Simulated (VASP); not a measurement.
# Al (Pm-3m) in VASP: single point with LDA

Aim: the single point of Al with LDA.

Program: VASP 6.6.1. These are calculated values, not measurements. Logs are shortened: lines on timing, memory, paths and dates and some standing lists are left out, and cuts for length are marked.

## 1. The cell of the first run

It takes space group Pm-3m (No. 221, cubic). Conventional cell: a = 3.924 Å, b = 3.924 Å, c = 3.924 Å, α = 90.00°, β = 90.00°, γ = 90.00°. Al (site symmetry 4/mmm) has 8 Al at 2.77 Å within 3.7 Å.

## 2. Single point, LDA

File INCAR:

```
  PREC = Accurate
  ENCUT = 520
  EDIFF = 1E-6
  ISMEAR = -1
  SIGMA = 0.05
  LREAL = False
  LASPH = True
  NELM = 100
  ALGO = Normal
  ISIF = 2
  LWAVE = False
  LCHARG = True
  GGA = CA
  LELF = True
  LVHAR = True
  NBANDS = 12
```

File KPOINTS:

```
Automatic mesh
0
Gamma
  6 6 6
```

File POSCAR:

```
Al
1.0
    3.9241510000      0.0000000000      0.0000000000
    0.0000000000      3.9241510000      0.0000000000
    0.0000000000      0.0000000000      3.9241510000
Al
3
Direct
    0.0000000000      0.5000000000      0.5000000000
    0.5000000000      0.0000000000      0.5000000000
    0.5000000000      0.5000000000      0.0000000000
```

Potentials or basis: VASP PAW LDA potentials, release 64 (Al).

Run with:

```bash
cat potpaw_LDA.64/Al/POTCAR > POTCAR
mpirun -np 1 vasp_std > vasp.out
```

OUTCAR:

```text
PREC = Accurate
   ENCUT = 520
   EDIFF = 1E-6
   ISMEAR = -1
   LREAL = False
   LASPH = True
   NELM = 100
   ISIF = 2
   GGA = CA

 ion  position               nearest neighbor table
   1  0.000  0.500  0.500-   2 2.77   3 2.77   3 2.77   2 2.77   2 2.77   3 2.77   3 2.77   2 2.77

   2  0.500  0.000  0.500-   1 2.77   3 2.77   3 2.77   1 2.77   3 2.77   3 2.77   1 2.77   1 2.77

   3  0.500  0.500  0.000-   1 2.77   2 2.77   1 2.77   2 2.77   2 2.77   2 2.77   1 2.77   1 2.77

  LATTYP: Found a simple cubic cell.
 ALAT       =     3.9241510000

  Lattice vectors:

 A1 = (   3.9241510000,   0.0000000000,   0.0000000000)
 A2 = (   0.0000000000,   3.9241510000,   0.0000000000)
 A3 = (   0.0000000000,   0.0000000000,   3.9241510000)

Analysis of symmetry for initial positions (statically):
=====================================================================
 Subroutine PRICEL returns:
 Original cell was already a primitive cell.

 Routine SETGRP: Setting up the symmetry group for a
 simple cubic supercell.

 Subroutine GETGRP returns: Found 48 space group operations
 (whereof 48 operations were pure point group operations)
 out of a pool of 48 trial point group operations.

The static configuration has the point symmetry O_h .

Analysis of symmetry for dynamics (positions and initial velocities):
=====================================================================
 Subroutine PRICEL returns:
 Original cell was already a primitive cell.

 Routine SETGRP: Setting up the symmetry group for a
 simple cubic supercell.

 Subroutine GETGRP returns: Found 48 space group operations
 (whereof 48 operations were pure point group operations)
 out of a pool of 48 trial point group operations.

The dynamic configuration has the point symmetry O_h .

 Subroutine INISYM returns: Found 48 space group operations
 (whereof 48 operations are pure point group operations),
 and found     1 'primitive' translations

----------------------------------------------------------------------------------------

                                     Primitive cell

  volume of cell :      60.4278

  direct lattice vectors                    reciprocal lattice vectors
     3.924151000  0.000000000  0.000000000     0.254832192  0.000000000  0.000000000
     0.000000000  3.924151000  0.000000000     0.000000000  0.254832192  0.000000000
     0.000000000  0.000000000  3.924151000     0.000000000  0.000000000  0.254832192

  length of vectors
     3.924151000  3.924151000  3.924151000     0.254832192  0.254832192  0.254832192

  position of ions in fractional coordinates (direct lattice)
     0.000000000  0.500000000  0.500000000
     0.500000000  0.000000000  0.500000000
     0.500000000  0.500000000  0.000000000

  ion indices of the primitive-cell ions
   primitive index   ion index
                 1           1
                 2           2
                 3           3

----------------------------------------------------------------------------------------

 KPOINTS: Automatic mesh

Automatic generation of k-mesh.
 Grid dimensions read from file:
 generate k-points for:    6    6    6

 Generating k-lattice:

  Cartesian coordinates                     Fractional coordinates (reciprocal lattice)
     0.042472032  0.000000000  0.000000000     0.166666667  0.000000000  0.000000000
     0.000000000  0.042472032  0.000000000     0.000000000  0.166666667  0.000000000
     0.000000000  0.000000000  0.042472032     0.000000000  0.000000000  0.166666667

  Length of vectors
     0.042472032  0.042472032  0.042472032

  Shift w.r.t. Gamma in fractional coordinates (k-lattice)
     0.000000000  0.000000000  0.000000000

 Subroutine IBZKPT returns following result:
 ===========================================

 Found     20 irreducible k-points:

 Following reciprocal coordinates:
            Coordinates               Weight
  0.000000  0.000000  0.000000      1.000000
  0.166667  0.000000  0.000000      6.000000
  0.333333  0.000000  0.000000      6.000000
  0.500000  0.000000  0.000000      3.000000
  0.166667  0.166667  0.000000     12.000000
  0.333333  0.166667  0.000000     24.000000
[... 12 lines left out ...]
  0.500000  0.500000  0.333333      6.000000
  0.500000  0.500000  0.500000      1.000000
   k-points           NKPTS =     20   k-points in BZ     NKDIM =     20   number of bands    NBANDS=     12
   number of dos      NEDOS =    301   number of ions     NIONS =      3
   total plane-waves  NPLWV =  27000
   dimension x,y,z NGX =    30 NGY =   30 NGZ =   30
   dimension x,y,z NGXF=    60 NGYF=   60 NGZF=   60
   ions per type =               3
   NGX,Y,Z   is equivalent  to a cutoff of  12.71, 12.71, 12.71 a.u.
   NGXF,Y,Z  is equivalent  to a cutoff of  25.42, 25.42, 25.42 a.u.
 SYSTEM =  unknown system
   PREC   = accura    normal or accurate (medium, high low for compatibility)
   ISTART =      0    job   : 0-new  1-cont  2-samecut
   ICHARG =      2    charge: 1-file 2-atom 10-const
   ISPIN  =      1    spin polarized calculation?
   LNONCOLLINEAR =      F non collinear calculations
   LSORBIT =      F    spin-orbit coupling
   LASPH  =      T    aspherical Exc in radial PAW
   ENCUT  =  520.0 eV  38.22 Ry    6.18 a.u.   7.30  7.30  7.30*2*pi/ulx,y,z
   NELM   =    100;   NELMIN=  2; NELMDL= -5     # of ELM steps
   EDIFF  = 0.1E-05   stopping-criterion for ELM
   LREAL  =      F    real-space projection
[... 7 lines left out ...]
   TEBEG  =    0.0;   TEEND  =   0.0 temperature during run
   PSTRESS=    0.0 pullay stress
   NELECT =       9.0000    total number of electrons
   NUPDOWN=      -1.0000    fix difference up-down
   EMIN   =  10.00;   EMAX   =-10.00  energy-range for DOS
   EFERMI =   0.00;   METHOD = LEGACY
   ISMEAR =    -1;   SIGMA  =   0.05  broadening in eV -4-tet -1-fermi 0-gaus
   EFERMI_NEDOS =   21; number of points for ismear=-14 and -15
   IALGO  =     38    algorithm
   IMIX   =      4    mixing-type and parameters
     AMIX     =   0.40;   BMIX     =  1.00
     AMIX_MAG =   1.60;   BMIX_MAG =  1.00
  volume/ion in A,a.u.               =      20.14       135.93
  Fermi-wavevector in a.u.,A,eV,Ry     =   0.867781  1.639868 10.245775  0.753043
  Thomas-Fermi vector in A             =   1.986364
   LORBIT       =      0    0 simple, 1 ext, 2 COOP (PROOUT), +10 PAW based schemes
   GGA     = CA    functional components
   LHFCALC =     F    Hartree Fock is set to
   AEXX    =    0.0000 exact exchange contribution
   IVDW    =     0    specifies the selected vdW correction
   LEPSILON=     F    determine dielectric tensor
   LRPA    =     F    only Hartree local field effects (RPA)
 non-spin polarized calculation
  energy-cutoff  :      520.00
  volume of cell :       60.43
 maximum number of plane-waves:      1647
 NGX is ok and might be reduce to    30
   NGX = 15   NGY = 15   NGZ = 15

 number of electron       9.0000000 magnetization

 Free energy of the ion-electron system (eV)
  ---------------------------------------------------
  ext. energy  EPLUGINS =         0.00000000
  ---------------------------------------------------
  free energy    TOTEN  =       -11.90455300 eV

  energy without entropy =      -11.89301647  energy(sigma->0) =      -11.89878474

 E-fermi :   5.4361     XC(G=0):  -9.4764

 val. band max:        5.3957793934   @ k =   0.5000   0.1667   0.0000
 cond. band min:       5.4995100857   @ k =   0.5000   0.5000   0.1667
 fundamental gap:      0.1037306923
 Fermi energy:         5.4361242781

 k-point     1 :       0.0000    0.0000    0.0000
  band No.  band energies     occupation
      1      -4.3360      2.00000
      2       4.3165      2.00000
      3       4.3165      2.00000
      4       4.3165      2.00000
      5       5.5305      0.26290
      6       5.5305      0.26290
      7       7.1021      0.00000
      8      12.6505      0.00000
      9      12.6505      0.00000
     10      12.6505      0.00000
     11      12.8967      0.00000
     12      12.8967      0.00000

 k-point     2 :       0.1667    0.0000    0.0000
  band No.  band energies     occupation
      1      -4.0859      2.00000
      2       2.2600      2.00000
      3       4.5342      2.00000
      4       4.5342      2.00000
      5       5.7894      0.00171
      6       6.6109      0.00000
      7       8.7427      0.00000
      8      10.5508      0.00000
      9      10.5508      0.00000
     10      11.4178      0.00000
     11      13.1036      0.00000
     12      13.6955      0.00000

 k-point     3 :       0.3333    0.0000    0.0000
  band No.  band energies     occupation
      1      -3.3691      2.00000
      2       0.0922      2.00000
      3       5.1439      1.99422
      4       5.1439      1.99422
      5       6.5578      0.00000
      6       7.2420      0.00000
      7       8.5704      0.00000
      8       8.5704      0.00000
      9       9.4898      0.00000
     10      11.7072      0.00000
     11      12.3601      0.00000
     12      13.6418      0.00000
[... 226 lines left out ...]
 k-point    19 :       0.5000    0.5000    0.3333
  band No.  band energies     occupation
      1       0.1646      2.00000
      2       1.2838      2.00000
      3       1.2838      2.00000
      4       2.9726      2.00000
      5       3.3722      2.00000
      6       4.5459      2.00000
      7       4.5459      2.00000
      8       7.9107      0.00000
      9      15.1868      0.00000
     10      15.8382      0.00000
     11      15.8382      0.00000
     12      17.0133      0.00000

 k-point    20 :       0.5000    0.5000    0.5000
  band No.  band energies     occupation
      1       0.9990      2.00000
      2       2.0578      2.00000
      3       2.0578      2.00000
      4       2.0578      2.00000
      5       3.2946      2.00000
      6       3.2946      2.00000
      7       3.2946      2.00000
      8       7.0825      0.00000
      9      18.0524      0.00000
     10      18.0527      0.00000
     11      18.2271      0.00000
     12      18.2271      0.00000

------------------------ aborting loop because EDIFF is reached ----------------------------------------

  FORCE on cell =-STRESS in cart. coord.  units (eV):
  Direction    XX          YY          ZZ          XY          YZ          ZX
  --------------------------------------------------------------------------------------
  -------------------------------------------------------------------------------------
  Total       -1.2413151     -1.2413151     -1.2413151     -0.0000000      0.0000000     -0.0000000
  in kB      -32.9120918    -32.9120918    -32.9120918     -0.0000000      0.0000000     -0.0000000
  external PRESSURE =     -32.9120918 kB  Pullay stress =       0.0000000 kB

 VOLUME and BASIS-vectors are now :
 -----------------------------------------------------------------------------
  energy-cutoff  :      520.00
  volume of cell :       60.43
      direct lattice vectors                 reciprocal lattice vectors
     3.924151000  0.000000000  0.000000000     0.254832192  0.000000000  0.000000000
     0.000000000  3.924151000  0.000000000     0.000000000  0.254832192  0.000000000
     0.000000000  0.000000000  3.924151000     0.000000000  0.000000000  0.254832192

 POSITION                                       TOTAL-FORCE (eV/Angst)
 -----------------------------------------------------------------------------------
      0.00000      1.96208      1.96208         0.000000      0.000000      0.000000
      1.96208      0.00000      1.96208         0.000000      0.000000      0.000000
      1.96208      1.96208      0.00000         0.000000      0.000000      0.000000
 -----------------------------------------------------------------------------------
    total drift:                               -0.000000      0.000000     -0.000000

  FREE ENERGIE OF THE ION-ELECTRON SYSTEM (eV)
  ---------------------------------------------------
  free  energy   TOTEN  =       -11.9045530033 eV

  energy  without entropy=      -11.8930164735  energy(sigma->0) =      -11.89878474
```

Wall time 7.4 s (1 thread of AMD EPYC 7R43 (Zen 3), shared host); peak memory 0.11 GiB.

Results:

```
Free energy : -11.9046 eV
Pressure    : -3.3 GPa
```

Levels at points of the mesh, in eV from the Fermi level:
```tsv
k point	band 1	band 2	band 3	band 4	band 5	band 6	band 7	band 8	band 9
(0.00, 0.00, 0.00)	-9.77	-1.12	-1.12	-1.12	0.09	0.09	1.67	7.21	7.21
(0.50, 0.00, 0.00)	-8.08	-6.57	0.26	0.26	2.11	2.11	2.20	2.33	2.42
(0.50, 0.50, 0.00)	-6.25	-5.11	-5.11	-3.12	1.86	3.08	3.08	4.12	4.99
(0.50, 0.50, 0.50)	-4.44	-3.38	-3.38	-3.38	-2.14	-2.14	-2.14	1.65	12.62
```
